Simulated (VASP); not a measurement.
# Ga (P-1) in VASP: single point with PBE

Aim: the single point of Ga with PBE.

Program: VASP 6.6.1. These are calculated values, not measurements. Logs are shortened: lines on timing, memory, paths and dates and some standing lists are left out, and cuts for length are marked.

## Step 1: The cell of the first run

The typed cell holds 1 atom: a = 2.758 Å, b = 2.883 Å, c = 2.966 Å, α = 120.93°, β = 90.00°, γ = 105.94°.

## Step 2: Single point, PBE

INCAR

```
SYSTEM = Ga
  ALGO = Normal
  EDIFF = 1E-6
  ENCUT = 520
  GGA = PE
  ISIF = 2
  ISMEAR = 0
  LASPH = .TRUE.
  LCHARG = .FALSE.
  LREAL = .FALSE.
  LWAVE = .FALSE.
  NBANDS = 12
  NELM = 100
  PREC = Accurate
  SIGMA = 0.1
```

KPOINTS

```
k-points
0
G
  22 22 22
  0 0 0
```

POSCAR

```
Ga
1.0
    2.7489951677     -0.2028029236      0.0794541192
   -0.5818124886      2.8194163468     -0.1555977405
   -0.1818638961     -1.4543142834      2.5789545409
Ga
1
Direct
    0.5000000000      0.0000000000      0.0000000000
```

Potentials or basis: VASP PAW PBE potentials, release 64 (Ga_d).

Run with:

```sh
cat potpaw_PBE.64/Ga_d/POTCAR > POTCAR
mpirun -np 1 vasp_std > vasp.out
```

OUTCAR:

```text
SYSTEM = Ga
   EDIFF = 1E-6
   ENCUT = 520
   GGA = PE
   ISIF = 2
   ISMEAR = 0
   LASPH = .TRUE.
   LREAL = .FALSE.
   NELM = 100
   PREC = Accurate

 ion  position               nearest neighbor table
   1  0.500  0.000  0.000-

  LATTYP: Found a triclinic cell.
 ALAT       =     2.8843306756
 B/A-ratio  =     1.0284290845
 C/A-ratio  =     0.9560660497
 COS(alpha) =     0.0000116408
 COS(beta)  =     0.2745388328
 COS(gamma) =     0.5146550864

  Lattice vectors:

 A1 = (   0.7636763847,  -1.3651020634,  -2.4233568004)
 A2 = (   0.1818638961,   1.4543142834,  -2.5789545409)
 A3 = (   2.7489951677,  -0.2028029236,   0.0794541192)

Analysis of symmetry for initial positions (statically):
=====================================================================
 Subroutine PRICEL returns:
 Original cell was already a primitive cell.

 Routine SETGRP: Setting up the symmetry group for a
 triclinic supercell.

 Subroutine GETGRP returns: Found  2 space group operations
 (whereof  2 operations were pure point group operations)
 out of a pool of  2 trial point group operations.

The static configuration has the point symmetry S_2 .

Analysis of symmetry for dynamics (positions and initial velocities):
=====================================================================
 Subroutine PRICEL returns:
 Original cell was already a primitive cell.

 Routine SETGRP: Setting up the symmetry group for a
 triclinic supercell.

 Subroutine GETGRP returns: Found  2 space group operations
 (whereof  2 operations were pure point group operations)
 out of a pool of  2 trial point group operations.

The dynamic configuration has the point symmetry S_2 .

 Subroutine INISYM returns: Found  2 space group operations
 (whereof  2 operations are pure point group operations),
 and found     1 'primitive' translations

----------------------------------------------------------------------------------------

                                     Primitive cell

  volume of cell :      19.1642

  direct lattice vectors                    reciprocal lattice vectors
     2.748995168 -0.202802924  0.079454119     0.367604892  0.079771893  0.070907594
    -0.581812489  2.819416347 -0.155597740     0.021261935  0.370690061  0.210537495
    -0.181863896 -1.454314283  2.578954541    -0.010042602  0.019907420  0.398271952

  length of vectors
     2.757610635  2.883023580  2.966329556     0.382785578  0.426836301  0.398895609

  position of ions in fractional coordinates (direct lattice)
     0.500000000  0.000000000  0.000000000

  ion indices of the primitive-cell ions
   primitive index   ion index
                 1           1

----------------------------------------------------------------------------------------

 KPOINTS: k-points

Automatic generation of k-mesh.
 Grid dimensions read from file:
 generate k-points for:   22   22   22

 Generating k-lattice:

  Cartesian coordinates                     Fractional coordinates (reciprocal lattice)
     0.016709313  0.003625995  0.003223072     0.045454545  0.000000000  0.000000000
     0.000966452  0.016849548  0.009569886     0.000000000  0.045454545  0.000000000
    -0.000456482  0.000904883  0.018103271    -0.000000000  0.000000000  0.045454545

  Length of vectors
     0.017399344  0.019401650  0.018131619

  Shift w.r.t. Gamma in fractional coordinates (k-lattice)
     0.000000000  0.000000000  0.000000000

 Subroutine IBZKPT returns following result:
 ===========================================

 Found   5328 irreducible k-points:

 Following reciprocal coordinates:
            Coordinates               Weight
  0.000000  0.000000  0.000000      1.000000
  0.045455  0.000000  0.000000      2.000000
  0.090909  0.000000  0.000000      2.000000
  0.136364  0.000000  0.000000      2.000000
  0.181818  0.000000 -0.000000      2.000000
  0.227273  0.000000  0.000000      2.000000
[... 16 lines left out ...]
  0.454545  0.045455 -0.000000      2.000000
  0.500000  0.045455  0.000000      2.000000
 [... further k-points ...]
   k-points           NKPTS =   5328   k-points in BZ     NKDIM =   5328   number of bands    NBANDS=     12
   number of dos      NEDOS =    301   number of ions     NIONS =      1
   total plane-waves  NPLWV =  13824
   dimension x,y,z NGX =    24 NGY =   24 NGZ =   24
   dimension x,y,z NGXF=    48 NGYF=   48 NGZF=   48
   ions per type =               1
   NGX,Y,Z   is equivalent  to a cutoff of  14.47, 13.84, 13.45 a.u.
   NGXF,Y,Z  is equivalent  to a cutoff of  28.94, 27.68, 26.90 a.u.
 SYSTEM =  Ga
   PREC   = accura    normal or accurate (medium, high low for compatibility)
   ISTART =      0    job   : 0-new  1-cont  2-samecut
   ICHARG =      2    charge: 1-file 2-atom 10-const
   ISPIN  =      1    spin polarized calculation?
   LNONCOLLINEAR =      F non collinear calculations
   LSORBIT =      F    spin-orbit coupling
   LASPH  =      T    aspherical Exc in radial PAW
   ENCUT  =  520.0 eV  38.22 Ry    6.18 a.u.   5.13  5.36  5.52*2*pi/ulx,y,z
   NELM   =    100;   NELMIN=  2; NELMDL= -5     # of ELM steps
   EDIFF  = 0.1E-05   stopping-criterion for ELM
   LREAL  =      F    real-space projection
   EDIFFG = 0.1E-04   stopping-criterion for IOM
   NSW    =      0    number of steps for IOM
   IBRION =     -1    ionic relax: 0-MD 1-quasi-New 2-CG
   NFREE  =      0    steps in history (QN), initial steepest desc. (CG)
   ISIF   =      2    stress and relaxation
   ISYM   =      2    0-nonsym 1-usesym 2-fastsym
   POTIM  = 0.5000    time-step for ionic-motion
   TEBEG  =    0.0;   TEEND  =   0.0 temperature during run
   PSTRESS=    0.0 pullay stress
   NELECT =      13.0000    total number of electrons
   NUPDOWN=      -1.0000    fix difference up-down
   EMIN   =  10.00;   EMAX   =-10.00  energy-range for DOS
   EFERMI =   0.00;   METHOD = LEGACY
   ISMEAR =     0;   SIGMA  =   0.10  broadening in eV -4-tet -1-fermi 0-gaus
   EFERMI_NEDOS =   21; number of points for ismear=-14 and -15
   IALGO  =     38    algorithm
   IMIX   =      4    mixing-type and parameters
     AMIX     =   0.40;   BMIX     =  1.00
     AMIX_MAG =   1.60;   BMIX_MAG =  1.00
  volume/ion in A,a.u.               =      19.16       129.33
  Fermi-wavevector in a.u.,A,eV,Ry     =   1.438442  2.718261 28.152015  2.069115
  Thomas-Fermi vector in A             =   2.557408
   LORBIT       =      0    0 simple, 1 ext, 2 COOP (PROOUT), +10 PAW based schemes
   GGA     = PE    functional components
   LHFCALC =     F    Hartree Fock is set to
   AEXX    =    0.0000 exact exchange contribution
   IVDW    =     0    specifies the selected vdW correction
   LEPSILON=     F    determine dielectric tensor
   LRPA    =     F    only Hartree local field effects (RPA)
 non-spin polarized calculation
 Gauss-broadening in eV      SIGMA  =   0.10
  energy-cutoff  :      520.00
  volume of cell :       19.16
 maximum number of plane-waves:       530
 NGX is ok and might be reduce to    24
   NGX = 11   NGY = 11   NGZ = 11

 number of electron      12.9999995 magnetization

 Free energy of the ion-electron system (eV)
  ---------------------------------------------------
  ext. energy  EPLUGINS =         0.00000000
  ---------------------------------------------------
  free energy    TOTEN  =        -2.88835491 eV

  energy without entropy =       -2.88686114  energy(sigma->0) =       -2.88760802

 E-fermi :   5.3448     XC(G=0): -10.9172

 val. band max:        5.3430520286   @ k =   0.2727  -0.1818   0.4545
 cond. band min:       5.3450488605   @ k =   0.5000   0.4545   0.2273
 fundamental gap:      0.0019968319
 Fermi energy:         5.3448120545

 k-point     1 :       0.0000    0.0000    0.0000
  band No.  band energies     occupation
      1      -9.7132      2.00000
      2      -9.5695      2.00000
      3      -9.4995      2.00000
      4      -9.3703      2.00000
      5      -9.3335      2.00000
      6      -5.5665      2.00000
      7      15.2832      0.00000
      8      16.2878      0.00000
      9      17.6283      0.00000
     10      18.6494      0.00000
     11      20.5982      0.00000
     12      21.9152      0.00000

 k-point     2 :       0.0455    0.0000    0.0000
  band No.  band energies     occupation
      1      -9.7078      2.00000
      2      -9.5687      2.00000
      3      -9.4995      2.00000
      4      -9.3714      2.00000
      5      -9.3357      2.00000
      6      -5.5207      2.00000
      7      14.5028      0.00000
      8      16.3022      0.00000
      9      17.4850      0.00000
     10      19.5589      0.00000
     11      20.6676      0.00000
     12      21.9020      0.00000

 k-point     3 :       0.0909    0.0000    0.0000
  band No.  band energies     occupation
      1      -9.6926      2.00000
      2      -9.5665      2.00000
      3      -9.4996      2.00000
      4      -9.3743      2.00000
      5      -9.3421      2.00000
      6      -5.3831      2.00000
      7      12.9884      0.00000
      8      16.3469      0.00000
      9      17.4138      0.00000
     10      20.8703      0.00000
     11      20.9023      0.00000
     12      21.8961      0.00000

 k-point     4 :       0.1364    0.0000    0.0000
  band No.  band energies     occupation
      1      -9.6702      2.00000
      2      -9.5633      2.00000
      3      -9.4999      2.00000
      4      -9.3779      2.00000
      5      -9.3521      2.00000
      6      -5.1529      2.00000
      7      11.3475      0.00000
      8      16.4259      0.00000
      9      17.3811      0.00000
     10      21.2024      0.00000
     11      21.2763      0.00000
     12      22.3070      0.00000

 k-point     5 :       0.1818    0.0000   -0.0000
  band No.  band energies     occupation
      1      -9.6445      2.00000
      2      -9.5595      2.00000
      3      -9.5004      2.00000
      4      -9.3800      2.00000
      5      -9.3644      2.00000
      6      -4.8291      2.00000
      7       9.7205      0.00000
      8      16.5436      0.00000
      9      17.3536      0.00000
     10      21.1532      0.00000
     11      21.6424      0.00000
     12      22.7625      0.00000
[... 228 lines left out ...]
      1      -9.5892      2.00000
      2      -9.5446      2.00000
      3      -9.5035      2.00000
      4      -9.4083      2.00000
      5      -9.3435      2.00000
      6      -2.2992      2.00000
      7       3.5204      2.00000
      8      16.1557      0.00000
      9      16.7256      0.00000
     10      19.8982      0.00000
     11      23.4530      0.00000
     12      24.1016      0.00000

 k-point    22 :       0.4091    0.0455   -0.0000
  band No.  band energies     occupation
      1      -9.5899      2.00000
      2      -9.5454      2.00000
      3      -9.5015      2.00000
      4      -9.4155      2.00000
      5      -9.3291      2.00000
      6      -1.5276      2.00000
      7       2.3535      2.00000
      8      16.2475      0.00000
      9      17.0735      0.00000
     10      20.1854      0.00000
     11      22.9099      0.00000
     12      23.7305      0.00000

 k-point    23 :       0.4545    0.0455   -0.0000
  band No.  band energies     occupation
      1      -9.5913      2.00000
      2      -9.5462      2.00000
      3      -9.4998      2.00000
      4      -9.4205      2.00000
      5      -9.3190      2.00000
      6      -0.8053      2.00000
      7       1.4184      2.00000
      8      16.3927      0.00000
      9      17.4272      0.00000
     10      20.5339      0.00000
     11      22.4183      0.00000
     12      23.4244      0.00000

 k-point    24 :       0.5000    0.0455    0.0000
  band No.  band energies     occupation
      1      -9.5916      2.00000
      2      -9.5464      2.00000
      3      -9.4987      2.00000
      4      -9.4234      2.00000
      5      -9.3155      2.00000
      6      -0.6558      2.00000
      7       1.2390      2.00000
      8      16.5897      0.00000
      9      17.7373      0.00000
     10      20.9125      0.00000
     11      22.0769      0.00000
     12      23.2052      0.00000

 [... further k-points ...]
[... 5 lines left out ...]
  --------------------------------------------------------------------------------------
  -------------------------------------------------------------------------------------
  Total        0.0086028      0.0081666      0.0037006     -0.0022174     -0.0004836     -0.0007665
  in kB        0.7192185      0.6827471      0.3093809     -0.1853835     -0.0404316     -0.0640832
  external PRESSURE =       0.5704489 kB  Pullay stress =       0.0000000 kB

 VOLUME and BASIS-vectors are now :
 -----------------------------------------------------------------------------
  energy-cutoff  :      520.00
  volume of cell :       19.16
      direct lattice vectors                 reciprocal lattice vectors
     2.748995168 -0.202802924  0.079454119     0.367604892  0.079771893  0.070907594
    -0.581812489  2.819416347 -0.155597740     0.021261935  0.370690061  0.210537495
    -0.181863896 -1.454314283  2.578954541    -0.010042602  0.019907420  0.398271952

 POSITION                                       TOTAL-FORCE (eV/Angst)
 -----------------------------------------------------------------------------------
      1.37450     -0.10140      0.03973         0.000000      0.000000      0.000000
 -----------------------------------------------------------------------------------
    total drift:                                0.000000      0.000000     -0.000000

  FREE ENERGIE OF THE ION-ELECTRON SYSTEM (eV)
  ---------------------------------------------------
  free  energy   TOTEN  =        -2.8883549077 eV

  energy  without entropy=       -2.8868611383  energy(sigma->0) =       -2.88760802
```

Run time: 3.8 min. Hardware: 1 thread of Intel Xeon 6975P-C (Granite Rapids), shared host; peak memory 1.2 GiB.

Results:

| Property | Result |
| --- | --- |
| Free energy | -2.8884 eV |
| Pressure | 0.1 GPa |
